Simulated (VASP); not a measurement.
# Sr3Bi (P-6m2) in VASP: further runs, part 3 of 3

VASP 6.6.1. The steps go on from the part before.

## 5. Single point, PBE

This run uses another cell than the first one, of 53.55 Å³/atom.

The input, INCAR:

```
PREC = Accurate
ENCUT = 520
EDIFF = 1E-7
ISMEAR = 0
SIGMA = 0.1
LREAL = False
LASPH = True
NELM = 100
ALGO = Fast
ISIF = 2
LWAVE = False
LCHARG = False
GGA = PE
NBANDS = 30
```

The input, KPOINTS:

```
Automatic mesh
0
Gamma
  12 12 4
```

The input, POSCAR:

```
Sr3Bi
1.0
    4.7670063644      0.0000000000      0.0000000000
   -2.3835031822      4.1283486116      0.0000000000
    0.0000000000      0.0000000000     10.8843207870
Sr Bi
3 1
Direct
    0.6666666667      0.3333333333      0.5000000000
    0.3333333333      0.6666666667      0.1733433861
    0.3333333333      0.6666666667      0.8266566139
    0.6666666667      0.3333333333      0.0000000000
```

Potentials or basis: VASP PAW PBE potentials, release 64 (Sr_sv, Bi_d).

Command:

```
> cat potpaw_PBE.64/Sr_sv/POTCAR potpaw_PBE.64/Bi_d/POTCAR > POTCAR
> mpirun -np 1 vasp_std > vasp.out
```

OUTCAR:

```text
PREC = Accurate
   ENCUT = 520
   EDIFF = 1E-7
   ISMEAR = 0
   LREAL = False
   LASPH = True
   NELM = 100
   ISIF = 2
   GGA = PE

 ion  position               nearest neighbor table
   1  0.667  0.333  0.500-   2 4.50   3 4.50   2 4.50   3 4.50   2 4.50   3 4.50
   2  0.333  0.667  0.173-   4 3.34   4 3.34   4 3.34   3 3.77   1 4.50   1 4.50   1 4.50
   3  0.333  0.667  0.827-   4 3.34   4 3.34   4 3.34   2 3.77   1 4.50   1 4.50   1 4.50
   4  0.667  0.333  0.000-   2 3.34   3 3.34   2 3.34   3 3.34   2 3.34   3 3.34

  LATTYP: Found a hexagonal cell.
 ALAT       =     4.7670063644
 C/A-ratio  =     2.2832612241

  Lattice vectors:

 A1 = (   4.7670063644,   0.0000000000,   0.0000000000)
 A2 = (  -2.3835031822,   4.1283486116,   0.0000000000)
 A3 = (   0.0000000000,   0.0000000000,  10.8843207870)

Analysis of symmetry for initial positions (statically):
=====================================================================
 Subroutine PRICEL returns:
 Original cell was already a primitive cell.

 Routine SETGRP: Setting up the symmetry group for a
 hexagonal supercell.
[... 172 lines left out ...]

 E-fermi :   1.8709     XC(G=0):  -7.3660

 val. band max:        1.8551133264   @ k =   0.1667   0.1667   0.2500
 cond. band min:       1.8711945431   @ k =   0.5000   0.0000   0.0000
 fundamental gap:      0.0160812168
 Fermi energy:         1.8709230664

 k-point     1 :       0.0000    0.0000    0.0000
  band No.  band energies     occupation
      1     -35.3165      2.00000
      2     -34.2519      2.00000
      3     -34.2401      2.00000
      4     -19.6901      2.00000
      5     -19.6901      2.00000
      6     -19.6821      2.00000
[... 781 lines left out ...]
     29       4.0355      0.00000
     30       4.6148      0.00000

 [... further k-points ...]

------------------------ aborting loop because EDIFF is reached ----------------------------------------

  FORCE on cell =-STRESS in cart. coord.  units (eV):
  Direction    XX          YY          ZZ          XY          YZ          ZX
  --------------------------------------------------------------------------------------
  -------------------------------------------------------------------------------------
  Total        0.3248334      0.3248334      0.5838745      0.0000000      0.0000000      0.0000000
  in kB        2.4296729      2.4296729      4.3672363      0.0000000      0.0000000      0.0000000
  external PRESSURE =       3.0755274 kB  Pullay stress =       0.0000000 kB

 VOLUME and BASIS-vectors are now :
 -----------------------------------------------------------------------------
  energy-cutoff  :      520.00
  volume of cell :      214.20
      direct lattice vectors                 reciprocal lattice vectors
     4.767006364  0.000000000  0.000000000     0.209775260  0.121113803  0.000000000
    -2.383503182  4.128348612  0.000000000     0.000000000  0.242227606  0.000000000
     0.000000000  0.000000000 10.884320787     0.000000000  0.000000000  0.091875278

 POSITION                                       TOTAL-FORCE (eV/Angst)
 -----------------------------------------------------------------------------------
      2.38350      1.37612      5.44216         0.000000      0.000000      0.000000
     -0.00000      2.75223      1.88673        -0.000000      0.000000      0.029460
     -0.00000      2.75223      8.99760        -0.000000      0.000000     -0.029460
      2.38350      1.37612      0.00000        -0.000000      0.000000      0.000000
 -----------------------------------------------------------------------------------
    total drift:                               -0.000000      0.000000      0.000000

  FREE ENERGIE OF THE ION-ELECTRON SYSTEM (eV)
  ---------------------------------------------------
  free  energy   TOTEN  =       -10.0793919350 eV

  energy  without entropy=      -10.0509827737  energy(sigma->0) =      -10.06518735
```

OSZICAR:

```text
N       E                     dE             d eps       ncg     rms          rms(c)
DAV:   1     0.379175301335E+03    0.37918E+03   -0.21040E+04  3468   0.132E+03
DAV:   2     0.259405824597E+02   -0.35323E+03   -0.34436E+03  3618   0.355E+02
DAV:   3    -0.853831783176E+01   -0.34479E+02   -0.33971E+02  5048   0.109E+02
DAV:   4    -0.110634785245E+02   -0.25252E+01   -0.25093E+01  5500   0.246E+01
[... 12 lines left out ...]
RMM:  84    -0.100793925676E+02    0.18435E-08    0.10173E-06  2434   0.160E-03    0.407E-02
RMM:  85    -0.100793924128E+02    0.15485E-06    0.19450E-06  2264   0.157E-03    0.407E-02
RMM:  86    -0.100793921950E+02    0.21778E-06    0.87089E-07  2128   0.147E-03    0.406E-02
RMM:  87    -0.100793919542E+02    0.24074E-06    0.18754E-06  2210   0.143E-03    0.406E-02
RMM:  88    -0.100793919350E+02    0.19259E-07    0.65923E-07  2020   0.135E-03
   1 F= -.10079392E+02 E0= -.10065187E+02  d E =-.284092E-01
```

stdout:

```text
POSCAR found type information on POSCAR SrBi
[... 37 lines left out ...]
 num prob  num prob  num prob  num prob  num prob  num prob  num prob  num prob  num prob  num prob  num prob  num prob  num prob  num prob  num prob  num prob  num prob  num prob  num prob  num prob  num prob  num prob  num prob  num prob  num prob  num prob  num prob  num prob  num prob  num prob  num prob  num prob  num prob  num prob  num prob  num prob  num prob  num prob  num prob  num prob  num prob  num prob  num prob  num prob  num prob  num prob  num prob  num prob  num prob  num prob  num prob  num prob  num prob  num prob  num prob  num prob  num prob WARNING in EDDRMM: call to ZHEGV failed, returncode =   8  4     29
 num prob WARNING in EDDRMM: call to ZHEGV failed, returncode =   8  4     22
 num prob  num prob  num prob  num pro
```

Run time: 17 min. Hardware: 1 thread of Intel Xeon 6975P-C (Granite Rapids), shared host; peak memory 0.56 GiB.

What came out:

```
Free energy            : -10.0794 eV
Pressure               : 0.3 GPa
Largest force          : 0.029 eV/Å
Band gap on the k mesh : zero (an odd number of electrons rules out a gap without spin polarisation)
```

Forces on the atoms (eV/Å):
```
Sr   0.000  0.000  0.000
Sr   0.000  0.000  0.029
Sr   0.000  0.000 -0.029
Bi   0.000  0.000  0.000
```

Levels at points of the mesh, in eV from the Fermi level:
| k point | band 19 | band 20 | band 21 | band 22 | band 23 | band 24 | band 25 | band 26 |
| --- | --- | --- | --- | --- | --- | --- | --- | --- |
| (0.00, 0.00, 0.00) | -2.71 | -2.68 | -0.32 | -0.32 | 0.15 | 0.30 | 1.96 | 2.01 |
| (0.50, 0.00, 0.00) | -2.41 | -1.46 | -0.77 | -0.64 | -0.15 | 0.00 | 0.85 | 1.24 |
| (0.00, 0.00, 0.50) | -3.13 | -1.78 | -1.08 | -0.32 | -0.32 | 1.49 | 1.53 | 1.99 |
| (0.50, 0.00, 0.50) | -2.39 | -1.58 | -0.64 | -0.53 | -0.29 | 0.19 | 0.81 | 1.33 |

Caveat: spin-orbit coupling is left out, which moves the levels of the heavy elements.

## 6. Summary

```csv
task,cell,k mesh,cutoff (eV),gap on the mesh (eV),pressure (GPa),largest force (eV/Å)
single point,"a = 3.384, b = 3.384, c = 11.094 Å, angles 90.0, 90.0, 120.0°, 4 atoms, atomic positions A",6 × 6 × 2,520,none,18.4,1.30
single point,"a = 4.748, b = 4.748, c = 10.854 Å, angles 90.0, 90.0, 120.0°, 4 atoms, atomic positions B",6 × 6 × 2,520,none,0.2,0.03
relaxation of cell and atoms,"relaxed from a = 3.384, b = 3.384, c = 11.094 Å, angles 90.0, 90.0, 120.0°, 4 atoms, atomic positions A",6 × 6 × 2,600,none,0.0,0.02
single point,"a = 4.767, b = 4.767, c = 10.884 Å, angles 90.0, 90.0, 120.0°, 4 atoms, atomic positions C",12 × 12 × 4,520,none,0.3,0.03
```

Alike in all rows: level PBE; potentials or basis VASP PAW PBE potentials, release 64 (Sr_sv, Bi_d); no spin polarisation; smearing gaussian 0.1 eV.

Caveats: spin-orbit coupling is left out, which moves the levels of the heavy elements; the cell stands under pressure (at least some runs); forces of over 1 eV/Å act on the atoms, so gaps and moduli don't describe the material at rest (at least some runs); the volume moved by over 15 % at a fixed basis, so the end points are rough (at least some runs).

Absolute energies hang on the potentials; compare differences alone.

The gap in the log of VASP goes by the Fermi energy; the results here count the filled bands.